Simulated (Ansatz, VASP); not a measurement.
# Bi2Se3: VASP beside Ansatz

Contents of INCAR:

```
PREC = Accurate
ENCUT = 520
EDIFF = 1E-6
ISMEAR = 0
SIGMA = 0.01
LREAL = False
LASPH = True
NELM = 80
ALGO = Normal
ISIF = 2
LWAVE = False
LCHARG = True
GGA = PE
LELF = True
LVHAR = True
NBANDS = 32
```

File KPOINTS:

```
Automatic mesh
0
Gamma
  6 6 6
```

The input POSCAR:

```
Bi2Se3
1.0
    2.0363830464      1.1757062974      9.3835167587
   -2.0363830464      1.1757062974      9.3835167587
    0.0000000000     -2.3514126047      9.3835167587
Bi Se
2 3
Direct
    0.4008000000      0.4008000000      0.4008000000
    0.5992000000      0.5992000000      0.5992000000
    0.0000000000      0.0000000000      0.0000000000
    0.2117000000      0.2117000000      0.2117000000
    0.7883000000      0.7883000000      0.7883000000
```

Input for Ansatz:

```yaml
crystal:
  lattice:
    - [2.036383046416263, 1.1757062974398322, 9.383516758679265]
    - [-2.036383046416263, 1.1757062974398322, 9.383516758679265]
    - [0.0, -2.351412604710141, 9.383516758679265]
  atoms:
    - { symbol: Bi, position: [0.4008, 0.4008, 0.4008] }
    - { symbol: Bi, position: [0.5992, 0.5992, 0.5992] }
    - { symbol: Se, position: [0.0, 0.0, 0.0] }
    - { symbol: Se, position: [0.2117, 0.2117, 0.2117] }
    - { symbol: Se, position: [0.7883, 0.7883, 0.7883] }
basis:
  ecutwfc: 500.0
kpoints:
  mp_grid:
    grid: [6, 6, 6]
hamiltonian:
  xc: pbe
scf:
  occupations:
    method: fixed
output:
  stress: true
```

Alike in both runs: task single point; functional PBE; k mesh 6 × 6 × 6; no spin polarisation.

```csv
,VASP,Ansatz
version,VASP 6.6.1,Ansatz 0.2.0
potentials or method,"VASP PAW PBE potentials, release 64 (Bi_d, Se), cutoff 520 eV","plane waves, PAW"
occupations,"gaussian, width 0.01 eV",fixed
valence electrons in the cell,48,78
```

|  | VASP | Ansatz | Ansatz less VASP |
| --- | --- | --- | --- |
| pressure (GPa) | 6.4 | 6.4 | -0.04 |

VASP's potentials hold 48 valence electrons a cell and Ansatz's 78, so a difference there can come from the potentials and not from the codes.

Spin-orbit coupling is off throughout.
